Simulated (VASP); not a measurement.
# Al12HC in VASP: single point with PBEsol

Aim: the single point of Al12HC with PBEsol.

All numbers are computed with VASP 6.6.1; they aren't measurements. Logs are shortened: lines on timing, memory, paths and dates and some standing lists are left out, and cuts for length are marked.

### Step 1. The cell of the first run

The cell holds a slab with vacuum, 14 atoms: a = 5.728 Å, b = 5.728 Å, c = 16.677 Å, α = 90.00°, β = 90.00°, γ = 60.00°.

### Step 2. Single point, PBEsol

INCAR

```
SYSTEM = Al12HC
PREC = Accurate
ENCUT = 520
EDIFF = 1E-6
ISMEAR = -1
SIGMA = 0.05
LREAL = .False.
LASPH = .True.
NELM = 60
ALGO = Normal
ISIF = 2
LWAVE = .False.
LCHARG = .False.
GGA = PS
NBANDS = 34
```

KPOINTS

```
regular mesh
0
Gamma
  4 4 1
  0 0 0
```

POSCAR

```
Al12HC
1.0
    5.7275649651      0.0000000201      0.0000000000
    2.8637820000      4.9602170403      0.0000000000
    0.0000000000      0.0000000000     16.6765370000
Al C H
12 1 1
Direct
    0.1666666550      0.1666666950      0.0599644900
    0.6666666700      0.1666666700      0.0599644900
    0.1666666850      0.6666666850      0.0599644900
    0.6666666950      0.6666666550      0.0599644900
   -0.1737504409      0.3262495591      0.1946655036
    0.3202393709      0.3257339068      0.2098869364
   -0.1742660932      0.8202393709      0.2098869364
    0.3333962669      0.8333962669      0.1961831485
   -0.0135348441      0.0532124999      0.3300476523
    0.4738110789     -0.0261889211      0.3619592836
    0.0571607919      0.5571607919      0.3616581592
    0.5532124999      0.4864651559      0.3300476523
    0.2680689368      0.7680689368      0.3906884042
    0.6716898192      0.1716898192      0.3875948566
```

Potentials or basis: VASP PAW PBE potentials, release 64 (Al, C, H).

Run with:

```sh
$ cat potpaw_PBE.64/Al/POTCAR potpaw_PBE.64/C/POTCAR potpaw_PBE.64/H/POTCAR > POTCAR
$ mpirun -np 1 vasp_std > vasp.out
```

OUTCAR:

```text
SYSTEM = Al12HC
   PREC = Accurate
   ENCUT = 520
   EDIFF = 1E-6
   ISMEAR = -1
   LREAL = .False.
   LASPH = .True.
   NELM = 60
   ISIF = 2
   GGA = PS

 ion  position               nearest neighbor table
   1  0.167  0.167  0.060-   8 2.81   5 2.81   3 2.86   2 2.86   4 2.86   2 2.86   3 2.86   4 2.86
                             6 2.94
   2  0.667  0.167  0.060-   5 2.75   1 2.86   4 2.86   1 2.86   4 2.86   3 2.86   3 2.86   6 3.03
                             7 3.03
   3  0.167  0.667  0.060-   8 2.81   4 2.86   1 2.86   4 2.86   1 2.86   2 2.86   2 2.86   7 3.02
                             6 3.02
   4  0.667  0.667  0.060-   8 2.81   5 2.81   3 2.86   2 2.86   1 2.86   2 2.86   3 2.86   1 2.86
                             7 2.94
   5  0.826  0.326  0.195-  12 2.64   9 2.64   2 2.75   1 2.81   4 2.81   6 2.84   7 2.84   8 2.86
                             8 2.86   6 2.91   7 2.91
   6  0.320  0.326  0.210-   8 2.79  12 2.81   7 2.83   5 2.84   7 2.90  11 2.90   5 2.91   1 2.94
                             8 2.95   3 3.02   2 3.03  10 3.08
   7  0.826  0.820  0.210-   8 2.79   9 2.81   6 2.83   5 2.84   6 2.90  11 2.90   5 2.91   4 2.94
                             8 2.95   3 3.02   2 3.03  10 3.08
   8  0.333  0.833  0.196-   7 2.79   6 2.79   4 2.81   1 2.81   3 2.81   9 2.83  12 2.83   5 2.86
                             5 2.86   7 2.95   6 2.95  10 3.10
   9  0.986  0.053  0.330-  14 1.85  13 1.91  12 2.48   5 2.64  10 2.65  11 2.71   7 2.81   8 2.83
                            11 3.15  10 3.23  12 3.25
  10  0.474  0.974  0.362-  14 2.01  13 2.10   9 2.65  12 2.65  11 2.98  11 2.98   7 3.08   6 3.08
                             8 3.10   9 3.23  12 3.23
  11  0.057  0.557  0.362-  13 2.15  12 2.71   9 2.71   6 2.90   7 2.90  10 2.98  10 2.98  12 3.15
                             9 3.15
  12  0.553  0.486  0.330-  14 1.85  13 1.91   9 2.48   5 2.64  10 2.65  11 2.71   6 2.81   8 2.83
                            11 3.15  10 3.23   9 3.25
  13  0.268  0.768  0.391-  12 1.91   9 1.91  10 2.10  11 2.15
  14  0.672  0.172  0.388-   9 1.85  12 1.85  10 2.01

  LATTYP: Found a hexagonal cell.
 ALAT       =     5.7275649652
 C/A-ratio  =     2.9116277338

  Lattice vectors:

 A1 = (  -2.8637820000,  -4.9602170403,   0.0000000000)
 A2 = (   5.7275649651,   0.0000000201,   0.0000000000)
 A3 = (   0.0000000000,   0.0000000000,  16.6765370000)

Analysis of symmetry for initial positions (statically):
=====================================================================
 Subroutine PRICEL returns:
 Original cell was already a primitive cell.

 Routine SETGRP: Setting up the symmetry group for a
 hexagonal supercell.

 Subroutine GETGRP returns: Found  2 space group operations
 (whereof  1 operations were pure point group operations)
 out of a pool of 24 trial point group operations.

The static configuration has the point symmetry C_1 .
 The point group associated with its full space group is C_1h.

Analysis of symmetry for dynamics (positions and initial velocities):
=====================================================================
 Subroutine PRICEL returns:
 Original cell was already a primitive cell.

 Routine SETGRP: Setting up the symmetry group for a
 hexagonal supercell.

 Subroutine GETGRP returns: Found  2 space group operations
 (whereof  1 operations were pure point group operations)
 out of a pool of 24 trial point group operations.

The dynamic configuration has the point symmetry C_1 .
 The point group associated with its full space group is C_1h.

 Subroutine INISYM returns: Found  2 space group operations
 (whereof  1 operations are pure point group operations),
 and found     1 'primitive' translations

----------------------------------------------------------------------------------------

                                     Primitive cell

  volume of cell :     473.7798

  direct lattice vectors                    reciprocal lattice vectors
     5.727564965  0.000000020  0.000000000     0.174594266 -0.100802024  0.000000000
     2.863782000  4.960217040  0.000000000    -0.000000001  0.201604082  0.000000000
     0.000000000  0.000000000 16.676537000     0.000000000  0.000000000  0.059964488

  length of vectors
     5.727564965  5.727564965 16.676537000     0.201604082  0.201604082  0.059964488

[... 45 lines left out ...]
    -0.000000000  0.050401020  0.000000000     0.000000000  0.250000000  0.000000000
     0.000000000  0.000000000  0.059964488     0.000000000  0.000000000  1.000000000

  Length of vectors
     0.050401020  0.050401020  0.059964488

  Shift w.r.t. Gamma in fractional coordinates (k-lattice)
     0.000000000  0.000000000  0.000000000

 Subroutine IBZKPT returns following result:
 ===========================================

 Found      7 irreducible k-points:

 Following reciprocal coordinates:
            Coordinates               Weight
  0.000000  0.000000  0.000000      1.000000
  0.250000 -0.000000  0.000000      4.000000
  0.250000  0.250000  0.000000      2.000000
  0.500000 -0.000000  0.000000      2.000000
  0.500000  0.500000  0.000000      1.000000
  0.500000  0.250000  0.000000      4.000000
 -0.250000  0.250000  0.000000      2.000000
   k-points           NKPTS =      7   k-points in BZ     NKDIM =      7   number of bands    NBANDS=     34
   number of dos      NEDOS =    301   number of ions     NIONS =     14
   total plane-waves  NPLWV = 290304
   dimension x,y,z NGX =    48 NGY =   48 NGZ =  126
   dimension x,y,z NGXF=    96 NGYF=   96 NGZF=  252
   ions per type =              12   1   1
   NGX,Y,Z   is equivalent  to a cutoff of  13.93, 13.93, 12.56 a.u.
   NGXF,Y,Z  is equivalent  to a cutoff of  27.86, 27.86, 25.12 a.u.
 SYSTEM =  Al12HC
   PREC   = accura    normal or accurate (medium, high low for compatibility)
   ISTART =      0    job   : 0-new  1-cont  2-samecut
   ICHARG =      2    charge: 1-file 2-atom 10-const
   ISPIN  =      1    spin polarized calculation?
   LNONCOLLINEAR =      F non collinear calculations
   LSORBIT =      F    spin-orbit coupling
   LASPH  =      T    aspherical Exc in radial PAW
   ENCUT  =  520.0 eV  38.22 Ry    6.18 a.u.  10.65 10.65 31.01*2*pi/ulx,y,z
   NELM   =     60;   NELMIN=  2; NELMDL= -5     # of ELM steps
   EDIFF  = 0.1E-05   stopping-criterion for ELM
   LREAL  =      F    real-space projection
   EDIFFG = 0.1E-04   stopping-criterion for IOM
   NSW    =      0    number of steps for IOM
   IBRION =     -1    ionic relax: 0-MD 1-quasi-New 2-CG
   NFREE  =      0    steps in history (QN), initial steepest desc. (CG)
   ISIF   =      2    stress and relaxation
   ISYM   =      2    0-nonsym 1-usesym 2-fastsym
   POTIM  = 0.5000    time-step for ionic-motion
   TEBEG  =    0.0;   TEEND  =   0.0 temperature during run
   PSTRESS=    0.0 pullay stress
   NELECT =      41.0000    total number of electrons
   NUPDOWN=      -1.0000    fix difference up-down
   EMIN   =  10.00;   EMAX   =-10.00  energy-range for DOS
   EFERMI =   0.00;   METHOD = LEGACY
   ISMEAR =    -1;   SIGMA  =   0.05  broadening in eV -4-tet -1-fermi 0-gaus
   EFERMI_NEDOS =   21; number of points for ismear=-14 and -15
   IALGO  =     38    algorithm
   IMIX   =      4    mixing-type and parameters
     AMIX     =   0.40;   BMIX     =  1.00
     AMIX_MAG =   1.60;   BMIX_MAG =  1.00
  volume/ion in A,a.u.               =      33.84       228.37
  Fermi-wavevector in a.u.,A,eV,Ry     =   0.724120  1.368389  7.134213  0.524350
  Thomas-Fermi vector in A             =   1.814509
   LORBIT       =      0    0 simple, 1 ext, 2 COOP (PROOUT), +10 PAW based schemes
   GGA     = PS    functional components
   LHFCALC =     F    Hartree Fock is set to
   AEXX    =    0.0000 exact exchange contribution
   IVDW    =     0    specifies the selected vdW correction
   LEPSILON=     F    determine dielectric tensor
   LRPA    =     F    only Hartree local field effects (RPA)
 non-spin polarized calculation
  energy-cutoff  :      520.00
  volume of cell :      473.78
 maximum number of plane-waves:     12795
 NGX is ok and might be reduce to    48
   NGX = 21   NGY = 21   NGZ = 63

 number of electron      41.0000000 magnetization

 Free energy of the ion-electron system (eV)
  ---------------------------------------------------
  ext. energy  EPLUGINS =         0.00000000
  ---------------------------------------------------
  free energy    TOTEN  =       -56.41819745 eV

  energy without entropy =      -56.38204839  energy(sigma->0) =      -56.40012292

 E-fermi :   1.0359     XC(G=0):  -5.5660

 val. band max:        0.9718151594   @ k =   0.5000  -0.0000   0.0000
 cond. band min:       1.1459650251   @ k =   0.5000   0.5000   0.0000
 fundamental gap:      0.1741498657
 Fermi energy:         1.0358541128

 k-point     1 :       0.0000    0.0000    0.0000
  band No.  band energies     occupation
      1     -10.9284      2.00000
      2      -9.0430      2.00000
      3      -7.2036      2.00000
      4      -5.8507      2.00000
      5      -4.4369      2.00000
      6      -4.2702      2.00000
[... 234 lines left out ...]
     31       4.2052      0.00000
     32       4.4961      0.00000
 [bands above 32 left out]

------------------------ aborting loop because EDIFF is reached ----------------------------------------

  FORCE on cell =-STRESS in cart. coord.  units (eV):
  Direction    XX          YY          ZZ          XY          YZ          ZX
  --------------------------------------------------------------------------------------
  -------------------------------------------------------------------------------------
  Total       -8.4847243     -4.6238256      0.2742867     -3.3436372     -0.0066938     -0.0115939
  in kB      -28.6927217    -15.6363525      0.9275529    -11.3071500     -0.0226363     -0.0392071
  external PRESSURE =     -14.4671737 kB  Pullay stress =       0.0000000 kB

 VOLUME and BASIS-vectors are now :
 -----------------------------------------------------------------------------
  energy-cutoff  :      520.00
  volume of cell :      473.78
      direct lattice vectors                 reciprocal lattice vectors
     5.727564965  0.000000020  0.000000000     0.174594266 -0.100802024  0.000000000
     2.863782000  4.960217040  0.000000000    -0.000000001  0.201604082  0.000000000
     0.000000000  0.000000000 16.676537000     0.000000000  0.000000000  0.059964488

 POSITION                                       TOTAL-FORCE (eV/Angst)
 -----------------------------------------------------------------------------------
      1.43189      0.82670      1.00000         0.130929      0.077327     -0.087611
      4.29567      0.82670      1.00000        -0.167618     -0.096774      0.045308
      2.86378      3.30681      1.00000        -0.106693     -0.061599      0.062280
      5.72756      3.30681      1.00000         0.132432      0.074724     -0.087611
      5.66671      1.61827      3.24635         0.019911      0.011496     -0.024991
      2.76702      1.61571      3.50019         0.008730     -0.005382      0.012490
      7.07843      4.06857      3.50019        -0.000296      0.010251      0.012490
      4.29621      4.13383      3.27166        -0.007908     -0.004566      0.016852
      5.80243      0.26395      5.50405         0.011753     -0.002310      0.006279
      5.50257      4.83031      6.03623         0.008582      0.004955      0.006555
      1.92298      2.76364      6.03121        -0.027591     -0.015929      0.010677
      4.56169      2.41297      5.50405         0.003876      0.011333      0.006279
      3.73496      3.80979      6.51533        -0.010139     -0.005854      0.015286
      4.33883      0.85162      6.46374         0.004033      0.002328      0.005718
 -----------------------------------------------------------------------------------
    total drift:                               -0.000009     -0.000005     -0.000099

  FREE ENERGIE OF THE ION-ELECTRON SYSTEM (eV)
  ---------------------------------------------------
  free  energy   TOTEN  =       -56.4181974456 eV

  energy  without entropy=      -56.3820483945  energy(sigma->0) =      -56.40012292
```

It took 6.4 min on 1 thread of AMD EPYC 7R13 (Zen 3), shared host; peak memory 0.61 GiB.

What came out:

```yaml
Free_energy: -56.4182 eV
Largest_force: 0.199 eV/Å
```

Forces in eV/Å, atoms in the order of the input:
```
Al   0.131  0.077 -0.088
Al  -0.168 -0.097  0.045
Al  -0.107 -0.062  0.062
Al   0.132  0.075 -0.088
Al   0.020  0.011 -0.025
Al   0.009 -0.005  0.012
Al   0.000  0.010  0.012
Al  -0.008 -0.005  0.017
Al   0.012 -0.002  0.006
Al   0.009  0.005  0.007
Al  -0.028 -0.016  0.011
Al   0.004  0.011  0.006
C   -0.010 -0.006  0.015
H    0.004  0.002  0.006
```

Caveat: the PAW data sets were made with another functional, which shifts forces and pressure a little.
